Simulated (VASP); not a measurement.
Write the native input for VASP 6.6.1 that does the following.

| Quantity | Value |
| --- | --- |
| Task | relaxation of cell and atoms |
| Functional | PBE |
| Potentials or basis | VASP PAW PBE potentials, release 64 (Si, F) |
| Cutoff | 600 eV |
| k mesh | 6 × 6 × 10 |
| Occupations | gaussian, width 0.1 eV |
| Spin | no spin polarisation |
| Dipole correction | no |
| Further INCAR settings | ALGO = Normal; EDIFF = 1e-07; IBRION = 2; EDIFFG = -0.01; NSW = 100; ISIF = 3 |

The structure of Si3F lies in POSCAR:

```
Si3F
1.0
    5.9664585490      0.0000000000      0.0000000000
   -2.9832292745      5.1671046741      0.0000000000
    0.0000000000      0.0000000000      3.6883095978
Si F
6 2
Direct
    0.3631993073      0.1815996537      0.2500000000
    0.1815996537      0.3631993073      0.7500000000
    0.8184003463      0.1815996537      0.2500000000
    0.6368006927      0.8184003463      0.7500000000
    0.8184003463      0.6368006927      0.2500000000
    0.1815996537      0.8184003463      0.7500000000
    0.3333333333      0.6666666667      0.2500000000
    0.6666666667      0.3333333333      0.7500000000
```

These files were run (other wordings do the same):

INCAR

```
  PREC = Accurate
  ENCUT = 600
  EDIFF = 1E-7
  ISMEAR = 0
  SIGMA = 0.1
  LREAL = False
  LASPH = True
  NELM = 60
  ALGO = Normal
  ISIF = 3
  LWAVE = False
  LCHARG = False
  GGA = PE
  IBRION = 2
  NSW = 100
  EDIFFG = -0.01
```

KPOINTS

```
regular mesh
0
Gamma
  6 6 10
```

Potentials or basis: VASP PAW PBE potentials, release 64 (Si, F).

Command:

```console
$ cat potpaw_PBE.64/Si/POTCAR potpaw_PBE.64/F/POTCAR > POTCAR
$ mpirun -np 1 vasp_std > vasp.out
```

Results of the run:

```
Relaxed volume                        : 14.18 Å³/atom
Relaxed cell                          : a = 5.914 Å, b = 5.914 Å, c = 3.747 Å, α = 90.00°, β = 90.00°, γ = 120.00°
Space group after relaxing (to 0.1 Å) : P6_3/mmc (No. 194)
Energy gained by relaxing             : 1.8 meV/atom
Ionic steps                           : 7
Pressure after relaxing               : 0.0 GPa
Band gap on the k mesh                : zero (bands 19 and 20 overlap by 2.25 eV)
```

It took 3.7 min on 1 thread of Intel(R) Xeon(R) 6975P-C (Granite Rapids), with other jobs on the host, peak memory 0.32 GiB.
